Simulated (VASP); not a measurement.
Set up this calculation in VASP 6.6.1, as the native input.

```
Task                   : single point
Functional             : PBEsol
Potentials or basis    : VASP PAW PBE potentials, release 64 (Al)
Cutoff                 : 500 eV
k mesh                 : 12 × 12 × 12
Occupations            : fermi-dirac, width 0.2 eV
Spin                   : no spin polarisation
Dipole correction      : no
Further INCAR settings : ALGO = Normal; EDIFF = 1e-06; NBANDS = 8
```

The structure of Al lies in POSCAR:

```
Al
1.0
    0.0000000000      2.0248050000      2.0248050000
    2.0248050000      0.0000000000      2.0248050000
    2.0248050000      2.0248050000      0.0000000000
Al
1
Direct
    0.0000000000      0.0000000000      0.0000000000
```

The input as run:

INCAR

```
PREC = Accurate
ENCUT = 500
EDIFF = 1E-6
ISMEAR = -1
SIGMA = 0.2
LREAL = F
LASPH = T
NELM = 120
ALGO = Normal
ISIF = 2
LWAVE = F
LCHARG = T
GGA = PS
LELF = T
LVHAR = T
NBANDS = 8
GGA_COMPAT = F
```

KPOINTS

```
regular mesh
0
Gamma
  12 12 12
```

Potentials or basis: VASP PAW PBE potentials, release 64 (Al).

The run is started by

```console
$ cat potpaw_PBE.64/Al/POTCAR > POTCAR
$ mpirun -np 1 vasp_std > vasp.out
```

It gave:

The pressure is -1.8 GPa.

Caveat: the PAW data sets were made with another functional, which shifts forces and pressure a little.

It took 3.1 s on 1 thread of Intel(R) Xeon(R) 6975P-C (Granite Rapids), on a shared host, peak memory 0.13 GiB.
